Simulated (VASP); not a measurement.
# Al2O3 (R-3c) in VASP: notebook

The runs below take Al2O3 through single point, with PBE.

Program: VASP 6.6.1. These are calculated values, not measurements. Logs are shortened: lines on timing, memory, paths and dates and some standing lists are left out, and cuts for length are marked.

## 1. The cell of the first run

The structure is trigonal, space group R-3c (No. 167). Conventional cell: a = 5.179 Å, b = 5.179 Å, c = 11.308 Å, α = 90.00°, β = 90.00°, γ = 120.00°. Al (site symmetry 3) has 6 O at 1.94 to 1.96 Å and 1 Al at 2.31 Å within 2.6 Å. Within 2.6 Å of O (site symmetry 2) lie 4 Al at 1.94 to 1.96 Å and 2 O at 2.48 Å.

## 2. Single point, PBE (c/a of the conventional cell at fixed volume 2.1832)

Input file INCAR:

```
PREC = Accurate
ENCUT = 520
EDIFF = 1E-6
ISMEAR = 0
SIGMA = 0.05
LREAL = False
LASPH = True
NELM = 80
ALGO = Normal
ISIF = 2
LWAVE = False
LCHARG = False
GGA = PE
NBANDS = 35
```

Input file KPOINTS:

```
Automatic mesh
0
Gamma
  6 6 6
```

Input file POSCAR:

```
Al2O3
1.0
    2.5897113169      1.4951705259      3.7692384980
   -2.5897113169      1.4951705259      3.7692384980
    0.0000000000     -2.9903410518      3.7692384980
Al O
4 6
Direct
    0.8521293568      0.8521293568      0.8521293568
    0.6478706432      0.6478706432      0.6478706432
    0.1478706432      0.1478706432      0.1478706432
    0.3521293568      0.3521293568      0.3521293568
    0.0561574040      0.4438425960      0.7500000000
    0.7500000000      0.0561574040      0.4438425960
    0.4438425960      0.7500000000      0.0561574040
    0.9438425960      0.5561574040      0.2500000000
    0.2500000000      0.9438425960      0.5561574040
    0.5561574040      0.2500000000      0.9438425960
```

Potentials or basis: VASP PAW PBE potentials, release 64 (Al, O).

Command:

```
$ cat potpaw_PBE.64/Al/POTCAR potpaw_PBE.64/O/POTCAR > POTCAR
$ mpirun -np 1 vasp_std > vasp.out
```

OUTCAR:

```text
PREC = Accurate
   ENCUT = 520
   EDIFF = 1E-6
   ISMEAR = 0
   LREAL = False
   LASPH = True
   NELM = 80
   ISIF = 2
   GGA = PE

 ion  position               nearest neighbor table
   1  0.852  0.852  0.852-   9 1.94   8 1.94  10 1.94   7 1.96   6 1.96   5 1.96   2 2.31   3 3.02
                             3 3.02   3 3.02   2 3.33   2 3.33   2 3.33   3 3.34
   2  0.648  0.648  0.648-  10 1.94   8 1.94   9 1.94   7 1.96   6 1.96   5 1.96   1 2.31   4 3.02
                             4 3.02   4 3.02   1 3.33   1 3.33   1 3.33   4 3.34
   3  0.148  0.148  0.148-   6 1.94   5 1.94   7 1.94   9 1.96  10 1.96   8 1.96   4 2.31   1 3.02
                             1 3.02   1 3.02   4 3.33   4 3.33   4 3.33   1 3.34
   4  0.352  0.352  0.352-   7 1.94   5 1.94   6 1.94   9 1.96  10 1.96   8 1.96   3 2.31   2 3.02
                             2 3.02   2 3.02   3 3.33   3 3.33   3 3.33   2 3.34
   5  0.056  0.444  0.750-   3 1.94   4 1.94   1 1.96   2 1.96
   6  0.750  0.056  0.444-   3 1.94   4 1.94   1 1.96   2 1.96
   7  0.444  0.750  0.056-   4 1.94   3 1.94   1 1.96   2 1.96
   8  0.944  0.556  0.250-   1 1.94   2 1.94   3 1.96   4 1.96
   9  0.250  0.944  0.556-   1 1.94   2 1.94   3 1.96   4 1.96
  10  0.556  0.250  0.944-   2 1.94   1 1.94   3 1.96   4 1.96

  LATTYP: Found a trigonal (rhomboedric) cell.
 ALAT       =     4.8113717858
 COS(alpha) =     0.4205781470

  Lattice vectors:

 A1 = (   2.5897113169,   1.4951705259,   3.7692384980)
 A2 = (  -2.5897113169,   1.4951705259,   3.7692384980)
 A3 = (   0.0000000000,  -2.9903410518,   3.7692384980)

Analysis of symmetry for initial positions (statically):
=====================================================================
 Subroutine PRICEL returns:
 Original cell was already a primitive cell.

 Routine SETGRP: Setting up the symmetry group for a
 trigonal (rhombohedral) supercell.

 Subroutine GETGRP returns: Found 12 space group operations
 (whereof  6 operations were pure point group operations)
 out of a pool of 12 trial point group operations.

The static configuration has the point symmetry S_6 .
 The point group associated with its full space group is D_3d.

Analysis of symmetry for dynamics (positions and initial velocities):
=====================================================================
 Subroutine PRICEL returns:
 Original cell was already a primitive cell.

 Routine SETGRP: Setting up the symmetry group for a
 trigonal (rhombohedral) supercell.

 Subroutine GETGRP returns: Found 12 space group operations
 (whereof  6 operations were pure point group operations)
 out of a pool of 12 trial point group operations.

The dynamic configuration has the point symmetry S_6 .
 The point group associated with its full space group is D_3d.

 Subroutine INISYM returns: Found 12 space group operations
 (whereof  6 operations are pure point group operations),
 and found     1 'primitive' translations

----------------------------------------------------------------------------------------

                                     Primitive cell

  volume of cell :      87.5683

  direct lattice vectors                    reciprocal lattice vectors
     2.589711317  1.495170526  3.769238498     0.193071713  0.111470005  0.088435193
    -2.589711317  1.495170526  3.769238498    -0.193071713  0.111470005  0.088435193
     0.000000000 -2.990341052  3.769238498     0.000000000 -0.222940011  0.088435193

  length of vectors
     4.811371786  4.811371786  4.811371786     0.239839596  0.239839596  0.239839596

  position of ions in fractional coordinates (direct lattice)
     0.852129357  0.852129357  0.852129357
     0.647870643  0.647870643  0.647870643
     0.147870643  0.147870643  0.147870643
     0.352129357  0.352129357  0.352129357
     0.056157404  0.443842596  0.750000000
     0.750000000  0.056157404  0.443842596
     0.443842596  0.750000000  0.056157404
     0.943842596  0.556157404  0.250000000
     0.250000000  0.943842596  0.556157404
     0.556157404  0.250000000  0.943842596

  ion indices of the primitive-cell ions
   primitive index   ion index
                 1           1
                 2           2
                 3           3
                 4           4
                 5           5
                 6           6
                 7           7
                 8           8
                 9           9
                10          10

----------------------------------------------------------------------------------------

 KPOINTS: Automatic mesh

Automatic generation of k-mesh.
 Grid dimensions read from file:
 generate k-points for:    6    6    6

 Generating k-lattice:

  Cartesian coordinates                     Fractional coordinates (reciprocal lattice)
     0.032178619  0.018578334  0.014739199     0.166666667  0.000000000 -0.000000000
    -0.032178619  0.018578334  0.014739199     0.000000000  0.166666667 -0.000000000
     0.000000000 -0.037156668  0.014739199    -0.000000000 -0.000000000  0.166666667

  Length of vectors
     0.039973266  0.039973266  0.039973266

  Shift w.r.t. Gamma in fractional coordinates (k-lattice)
     0.000000000  0.000000000  0.000000000

 Subroutine IBZKPT returns following result:
 ===========================================

 Found     32 irreducible k-points:

 Following reciprocal coordinates:
            Coordinates               Weight
  0.000000  0.000000  0.000000      1.000000
  0.166667 -0.000000  0.000000      6.000000
  0.333333  0.000000  0.000000      6.000000
  0.500000 -0.000000  0.000000      3.000000
  0.166667  0.166667  0.000000      6.000000
  0.333333  0.166667  0.000000     12.000000
[... 16 lines left out ...]
  0.500000  0.500000  0.166667      6.000000
 -0.333333  0.500000  0.166667     12.000000
 [... further k-points ...]
   k-points           NKPTS =     32   k-points in BZ     NKDIM =     32   number of bands    NBANDS=     35
   number of dos      NEDOS =    301   number of ions     NIONS =     10
   total plane-waves  NPLWV =  46656
   dimension x,y,z NGX =    36 NGY =   36 NGZ =   36
   dimension x,y,z NGXF=    72 NGYF=   72 NGZF=   72
   ions per type =               4   6
   NGX,Y,Z   is equivalent  to a cutoff of  12.44, 12.44, 12.44 a.u.
   NGXF,Y,Z  is equivalent  to a cutoff of  24.88, 24.88, 24.88 a.u.
 SYSTEM =  unknown system
   PREC   = accura    normal or accurate (medium, high low for compatibility)
   ISTART =      0    job   : 0-new  1-cont  2-samecut
   ICHARG =      2    charge: 1-file 2-atom 10-const
   ISPIN  =      1    spin polarized calculation?
   LNONCOLLINEAR =      F non collinear calculations
   LSORBIT =      F    spin-orbit coupling
   LASPH  =      T    aspherical Exc in radial PAW
   ENCUT  =  520.0 eV  38.22 Ry    6.18 a.u.   8.95  8.95  8.95*2*pi/ulx,y,z
   NELM   =     80;   NELMIN=  2; NELMDL= -5     # of ELM steps
   EDIFF  = 0.1E-05   stopping-criterion for ELM
   LREAL  =      F    real-space projection
   EDIFFG = 0.1E-04   stopping-criterion for IOM
   NSW    =      0    number of steps for IOM
   IBRION =     -1    ionic relax: 0-MD 1-quasi-New 2-CG
   NFREE  =      0    steps in history (QN), initial steepest desc. (CG)
   ISIF   =      2    stress and relaxation
   ISYM   =      2    0-nonsym 1-usesym 2-fastsym
   POTIM  = 0.5000    time-step for ionic-motion
   TEBEG  =    0.0;   TEEND  =   0.0 temperature during run
   PSTRESS=    0.0 pullay stress
   NELECT =      48.0000    total number of electrons
   NUPDOWN=      -1.0000    fix difference up-down
   EMIN   =  10.00;   EMAX   =-10.00  energy-range for DOS
   EFERMI =   0.00;   METHOD = LEGACY
   ISMEAR =     0;   SIGMA  =   0.05  broadening in eV -4-tet -1-fermi 0-gaus
   EFERMI_NEDOS =   21; number of points for ismear=-14 and -15
   IALGO  =     38    algorithm
   IMIX   =      4    mixing-type and parameters
     AMIX     =   0.40;   BMIX     =  1.00
     AMIX_MAG =   1.60;   BMIX_MAG =  1.00
  volume/ion in A,a.u.               =       8.76        59.09
  Fermi-wavevector in a.u.,A,eV,Ry     =   1.339799  2.531853 24.423286  1.795061
  Thomas-Fermi vector in A             =   2.468162
   LORBIT       =      0    0 simple, 1 ext, 2 COOP (PROOUT), +10 PAW based schemes
   GGA     = PE    functional components
   LHFCALC =     F    Hartree Fock is set to
   AEXX    =    0.0000 exact exchange contribution
   IVDW    =     0    specifies the selected vdW correction
   LEPSILON=     F    determine dielectric tensor
   LRPA    =     F    only Hartree local field effects (RPA)
 non-spin polarized calculation
 Gauss-broadening in eV      SIGMA  =   0.05
  energy-cutoff  :      520.00
  volume of cell :       87.57
 maximum number of plane-waves:      2375
   NGX = 17   NGY = 17   NGZ = 17

 number of electron      47.9999986 magnetization

 Free energy of the ion-electron system (eV)
  ---------------------------------------------------
  ext. energy  EPLUGINS =         0.00000000
  ---------------------------------------------------
  free energy    TOTEN  =       -71.47804536 eV

  energy without entropy =      -71.47804536  energy(sigma->0) =      -71.47804536

 E-fermi :   7.3015     XC(G=0): -11.5846

 val. band max:        6.9965363277   @ k =   0.0000   0.0000   0.0000
 cond. band min:      10.5458979543   @ k =   0.0000   0.0000   0.0000
 fundamental gap:      3.5493616267
 Fermi energy:         7.3015263442

 k-point     1 :       0.0000    0.0000    0.0000
  band No.  band energies     occupation
      1     -13.0461      2.00000
      2     -10.7252      2.00000
      3     -10.7252      2.00000
      4     -10.2482      2.00000
      5     -10.2482      2.00000
      6      -9.9064      2.00000
[... 27 lines left out ...]
     34      18.9380      0.00000
     35      20.3044      0.00000

 k-point     2 :       0.1667   -0.0000    0.0000
  band No.  band energies     occupation
      1     -12.9200      2.00000
      2     -10.9273      2.00000
      3     -10.7205      2.00000
      4     -10.3048      2.00000
      5     -10.2077      2.00000
      6      -9.9114      2.00000
[... 27 lines left out ...]
     34      19.2453      0.00000
     35      19.4324      0.00000
[... 796 lines left out ...]
     34      18.5049      0.00000
     35      18.9166      0.00000

 k-point    24 :      -0.3333    0.5000    0.1667
  band No.  band energies     occupation
      1     -11.7627      2.00000
      2     -11.4159      2.00000
      3     -11.1801      2.00000
      4     -10.9308      2.00000
      5     -10.2070      2.00000
      6     -10.0431      2.00000
[... 27 lines left out ...]
     34      18.6948      0.00000
     35      18.9527      0.00000

 [... further k-points ...]
[... 5 lines left out ...]
  --------------------------------------------------------------------------------------
  -------------------------------------------------------------------------------------
  Total      -14.0732804    -14.0732804     29.2271078      0.0000000      0.0000000      0.0000000
  in kB     -257.4891724   -257.4891723    534.7483755      0.0000000      0.0000000      0.0000000
  external PRESSURE =       6.5900103 kB  Pullay stress =       0.0000000 kB

 VOLUME and BASIS-vectors are now :
 -----------------------------------------------------------------------------
  energy-cutoff  :      520.00
  volume of cell :       87.57
      direct lattice vectors                 reciprocal lattice vectors
     2.589711317  1.495170526  3.769238498     0.193071713  0.111470005  0.088435193
    -2.589711317  1.495170526  3.769238498    -0.193071713  0.111470005  0.088435193
     0.000000000 -2.990341052  3.769238498     0.000000000 -0.222940011  0.088435193

 POSITION                                       TOTAL-FORCE (eV/Angst)
 -----------------------------------------------------------------------------------
      0.00000      0.00000      9.63564         0.000000      0.000000      2.502248
      0.00000      0.00000      7.32594         0.000000      0.000000     -2.502248
      0.00000      0.00000      1.67208         0.000000      0.000000     -2.502248
      0.00000      0.00000      3.98178         0.000000     -0.000000      2.502248
     -1.00399     -1.49517      4.71155        -0.380495      0.000000     -0.000000
      1.79685     -0.12190      4.71155         0.190247     -0.329518     -0.000000
     -0.79286      1.61707      4.71155         0.190247      0.329518     -0.000000
      1.00399      1.49517      6.59617         0.380495      0.000000     -0.000000
     -1.79685      0.12190      6.59617        -0.190247      0.329518     -0.000000
      0.79286     -1.61707      6.59617        -0.190247     -0.329518     -0.000000
 -----------------------------------------------------------------------------------
    total drift:                               -0.000000      0.000000     -0.000000

  FREE ENERGIE OF THE ION-ELECTRON SYSTEM (eV)
  ---------------------------------------------------
  free  energy   TOTEN  =       -71.4780453591 eV

  energy  without entropy=      -71.4780453591  energy(sigma->0) =      -71.47804536
```

Wall time 74 s (1 thread of Intel Xeon Platinum 8259CL at 2.50GHz (Skylake/Cascade Lake), shared host); peak memory 0.23 GiB.

Results:

| Quantity | Value |
| --- | --- |
| Free energy | -71.4780 eV |
| Pressure | 0.7 GPa |
| Largest force | 2.502 eV/Å |
| Band gap on the k mesh | 3.55 eV, direct |

Forces in eV/Å, atoms in the order of the input:
```
Al   0.000  0.000  2.502
Al   0.000  0.000 -2.502
Al   0.000  0.000 -2.502
Al   0.000  0.000  2.502
O   -0.380  0.000  0.000
O    0.190 -0.330  0.000
O    0.190  0.330  0.000
O    0.380  0.000  0.000
O   -0.190  0.330  0.000
O   -0.190 -0.330  0.000
```

Levels at points of the mesh, in eV from the valence-band top:
```csv
k point,band 20,band 21,band 22,band 23,band 24,band 25,band 26,band 27,band 28,band 29
"(0.00, 0.00, 0.00)",-1.19,-1.19,-1.04,-1.04,0.00,3.55,6.44,7.75,9.50,9.78
"(0.50, 0.00, 0.00)",-2.15,-1.36,-1.36,-0.76,-0.76,6.42,6.42,7.84,7.84,9.17
"(0.50, 0.50, 0.00)",-2.03,-1.72,-1.69,-1.18,-0.58,6.38,6.80,7.22,7.97,9.00
"(0.50, 0.50, 0.50)",-2.66,-1.79,-1.79,-1.79,-1.79,6.15,6.15,8.38,8.38,10.45
```

Caveat: forces of over 1 eV/Å act on the atoms, so gaps and moduli don't describe the material at rest.

## 3. Single point, PBE (c/a of the conventional cell at fixed volume 3.0928)

Input file INCAR:

```
PREC = Accurate
ENCUT = 520
EDIFF = 1E-6
ISMEAR = 0
SIGMA = 0.05
LREAL = F
LASPH = T
NELM = 60
ALGO = Normal
ISIF = 2
LWAVE = F
LCHARG = F
GGA = PE
NBANDS = 35
```

KPOINTS is that of step 2.

Input file POSCAR:

```
Al2O3
1.0
    2.3058545897      1.3312857681      4.7543647167
   -2.3058545897      1.3312857681      4.7543647167
    0.0000000000     -2.6625715361      4.7543647167
Al O
4 6
Direct
    0.8483187546      0.8483187546      0.8483187546
    0.6516812454      0.6516812454      0.6516812454
    0.1516812454      0.1516812454      0.1516812454
    0.3483187546      0.3483187546      0.3483187546
    0.0561574040      0.4438425960      0.7500000000
    0.7500000000      0.0561574040      0.4438425960
    0.4438425960      0.7500000000      0.0561574040
    0.9438425960      0.5561574040      0.2500000000
    0.2500000000      0.9438425960      0.5561574040
    0.5561574040      0.2500000000      0.9438425960
```

Potentials or basis: VASP PAW PBE potentials, release 64 (Al, O).

Command:

```
$ cat potpaw_PBE.64/Al/POTCAR potpaw_PBE.64/O/POTCAR > POTCAR
$ mpirun -np 1 vasp_std > vasp.out
```

Wall time 2 min (1 thread of Intel Xeon Platinum 8259CL at 2.50GHz (Skylake/Cascade Lake), shared host); peak memory 0.28 GiB.

It converged, with:

| Quantity | Value |
| --- | --- |
| Free energy | -73.6782 eV |
| Pressure | 1.5 GPa |
| Largest force | 0.481 eV/Å |
| Band gap on the k mesh | 5.11 eV, direct |

Forces in eV/Å, atoms in the order of the input:
```
Al   0.000  0.000  0.194
Al   0.000  0.000 -0.194
Al   0.000  0.000 -0.194
Al   0.000  0.000  0.194
O    0.481  0.000  0.000
O   -0.241  0.417  0.000
O   -0.241 -0.417  0.000
O   -0.481  0.000  0.000
O    0.241 -0.417  0.000
O    0.241  0.417  0.000
```

Stress tensor (GPa, compression positive):
```
 18.41   0.00   0.00
  0.00  18.41   0.00
  0.00   0.00 -32.43
```

Levels at points of the mesh, in eV from the valence-band top:
| k point | band 20 | band 21 | band 22 | band 23 | band 24 | band 25 | band 26 | band 27 | band 28 | band 29 |
| --- | --- | --- | --- | --- | --- | --- | --- | --- | --- | --- |
| (0.00, 0.00, 0.00) | -1.26 | -0.45 | -0.45 | 0.00 | 0.00 | 5.11 | 9.28 | 9.28 | 9.47 | 9.69 |
| (0.50, 0.00, 0.00) | -1.59 | -1.09 | -1.09 | -0.71 | -0.71 | 7.81 | 7.81 | 8.76 | 8.76 | 11.20 |
| (0.50, 0.50, 0.00) | -1.64 | -1.32 | -1.09 | -0.96 | -0.62 | 8.00 | 8.82 | 9.52 | 9.99 | 9.99 |
| (0.50, 0.50, 0.50) | -2.59 | -0.24 | -0.24 | -0.24 | -0.24 | 8.17 | 8.17 | 10.33 | 10.33 | 11.06 |

## 4. Single point, PBE (c/a of the conventional cell at fixed volume 2.7290)

Input file INCAR:

```
ALGO = Normal ; EDIFF = 1E-6
ENCUT = 520 ; GGA = PE
ISIF = 2 ; ISMEAR = 0
LASPH = True ; LCHARG = True
LELF = True ; LREAL = False
LVHAR = True ; LWAVE = False
NBANDS = 35 ; NELM = 60
PREC = Accurate ; SIGMA = 0.05
```

Input file KPOINTS:

```
k-points
0
Gamma
  6 6 6
```

Input file POSCAR:

```
Al2O3
1.0
    2.4040892951      1.3880016017      4.3737619113
   -2.4040892951      1.3880016017      4.3737619113
    0.0000000000     -2.7760032034      4.3737619113
Al O
4 6
Direct
    0.8635611633      0.8635611633      0.8635611633
    0.6364388367      0.6364388367      0.6364388367
    0.1364388367      0.1364388367      0.1364388367
    0.3635611633      0.3635611633      0.3635611633
    0.0561574040      0.4438425960      0.7500000000
    0.7500000000      0.0561574040      0.4438425960
    0.4438425960      0.7500000000      0.0561574040
    0.9438425960      0.5561574040      0.2500000000
    0.2500000000      0.9438425960      0.5561574040
    0.5561574040      0.2500000000      0.9438425960
```

Command:

```
$ cat potpaw_PBE.64/Al/POTCAR potpaw_PBE.64/O/POTCAR > POTCAR
$ mpirun -np 1 vasp_std > vasp.out
```

It took 95 s on 1 thread of Intel Xeon Platinum 8259CL at 2.50GHz (Skylake/Cascade Lake), shared host; peak memory 0.26 GiB.

The run converged. Its results:

| Quantity | Value |
| --- | --- |
| Free energy | -74.1883 eV |
| Pressure | 3.6 GPa |
| Largest force | 1.955 eV/Å |
| Band gap on the k mesh | 5.48 eV, direct |

Forces on the atoms (eV/Å):
```
Al   0.000  0.000 -1.955
Al   0.000  0.000  1.955
Al   0.000  0.000  1.955
Al   0.000  0.000 -1.955
O   -0.215  0.000  0.000
O    0.108 -0.187  0.000
O    0.108  0.187  0.000
O    0.215  0.000  0.000
O   -0.108  0.187  0.000
O   -0.108 -0.187  0.000
```

Stress tensor (GPa, compression positive):
```
 6.51  0.00  0.00
 0.00  6.51  0.00
 0.00  0.00 -2.12
```

Levels at points of the mesh, in eV from the valence-band top:
```
           k point  band 22  band 23  band 24  band 25  band 26  band 27
(0.00, 0.00, 0.00)    -0.15    -0.15     0.00     5.48     8.99     9.69
(0.50, 0.00, 0.00)    -1.06    -0.30    -0.30     8.68     8.68     9.00
(0.50, 0.50, 0.00)    -1.04    -0.63    -0.45     9.07     9.13     9.30
(0.50, 0.50, 0.50)    -0.54    -0.54    -0.54     8.10     8.10     9.79
```

Caveat: forces of over 1 eV/Å act on the atoms, so gaps and moduli don't describe the material at rest.

## 5. The runs side by side

```csv
cell,gap on the mesh (eV),pressure (GPa),largest force (eV/Å)
"a = 4.811 Å, angles 65.1°, 10 atoms",3.55,0.7,2.50
"a = 5.449 Å, angles 50.1°, 10 atoms",5.11,1.5,0.48
"a = 5.180 Å, angles 55.3°, 10 atoms",5.48,3.6,1.96
```

Alike in all rows: task single point; level PBE; potentials or basis VASP PAW PBE potentials, release 64 (Al, O); no spin polarisation; k mesh 6 × 6 × 6; cutoff (eV) 520; smearing gaussian 0.05 eV.

Caveats: forces of over 1 eV/Å act on the atoms, so gaps and moduli don't describe the material at rest (some runs).

Absolute energies hang on the potentials; compare differences alone.
